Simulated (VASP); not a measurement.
Runs of VASP 6.6.1 on Hg. The structure is that of space group R-3m (No. 166), or close to it. The cells are those of the table. 

```csv
task,level,cell,k mesh,cutoff (eV),gap on the mesh (eV),pressure (GPa)
single point,r2SCAN,"a = 3.126 Å, angles 76.6°, 1 atom",14 × 14 × 14,520,none,-0.9
single point,r2SCAN,"a = 3.026 Å, angles 82.0°, 1 atom",14 × 14 × 14,520,none,0.4
single point,r2SCAN,"a = 3.025 Å, angles 82.9°, 1 atom",14 × 14 × 14,520,none,0.3
single point,PBE,"a = 3.126 Å, angles 76.6°, 1 atom",8 × 8 × 8,520,none,(a)
relaxation of cell and atoms,PBE,"relaxed from a = 2.986 Å, angles 70.7°, 1 atom",8 × 8 × 8,600,none,0.0
```

Alike in all rows: potentials or basis VASP PAW PBE potentials, release 64 (Hg); no spin polarisation; smearing gaussian 0.05 eV.

Q: Fill in the values left out.

A: (a) 0.2.

Caveats: spin-orbit coupling is left out, which moves the levels of the heavy elements; the PAW data sets were made with another functional, which shifts forces and pressure a little (some runs).

A k mesh can miss the band edges, and the runs leave out spin-orbit coupling on Hg.

A gap of «none» marks levels without a gap at the run's occupations.
